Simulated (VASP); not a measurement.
Set up this calculation in VASP 6.6.1, as the native input.

* Task: single point
* Functional: r2SCAN
* Potentials or basis: VASP PAW PBE potentials, release 64 (Li_sv)
* Cutoff: 520 eV
* k mesh: 16 × 16 × 16
* Occupations: gaussian, width 0.1 eV
* Spin: no spin polarisation
* Dipole correction: no
* Further INCAR settings: ALGO = Normal; EDIFF = 1e-06; NBANDS = 8

The system is Li.

```
Li
1.0
     0.00000    2.18820    2.18820
     2.18820    0.00000    2.18820
     2.18820    2.18820    0.00000
Li
1
Direct
  0.00000 0.00000 0.00000
```

One way to write it, as run:

POSCAR

```
Li
1.0
    0.0000000000      2.1882032989      2.1882032989
    2.1882032989      0.0000000000      2.1882032989
    2.1882032989      2.1882032989      0.0000000000
Li
1
Direct
    0.0000000000      0.0000000000      0.0000000000
```

INCAR.step1

```
SYSTEM = Li
PREC = Accurate
ENCUT = 520
ISMEAR = 0
SIGMA = 0.1
LREAL = .FALSE.
LASPH = .TRUE.
NELM = 100
NBANDS = 8
GGA = PE
ALGO = Normal
EDIFF = 1E-4
LWAVE = .TRUE.
LCHARG = .FALSE.
```

INCAR.step2

```
SYSTEM = Li
PREC = Accurate
ENCUT = 520
EDIFF = 1E-6
ISMEAR = 0
SIGMA = 0.1
LREAL = .FALSE.
LASPH = .TRUE.
NELM = 100
ALGO = Normal
ISIF = 2
LWAVE = .FALSE.
LCHARG = .TRUE.
METAGGA = R2SCAN
LMIXTAU = .TRUE.
LELF = .TRUE.
LVHAR = .TRUE.
NBANDS = 8
ISTART = 1
```

KPOINTS

```
regular mesh
0
G
  16 16 16
  0 0 0
```

Potentials or basis: VASP PAW PBE potentials, release 64 (Li_sv).

Command:

```sh
$ cat potpaw_PBE.64/Li_sv/POTCAR > POTCAR
$ cp INCAR.step1 INCAR
$ mpirun -np 1 vasp_std > vasp.out
$ cp INCAR.step2 INCAR
$ mpirun -np 1 vasp_std > vasp.out
```

It took 37 s on 1 thread of Intel(R) Xeon(R) 6975P-C (Granite Rapids), on a shared host, peak memory 0.14 GiB.
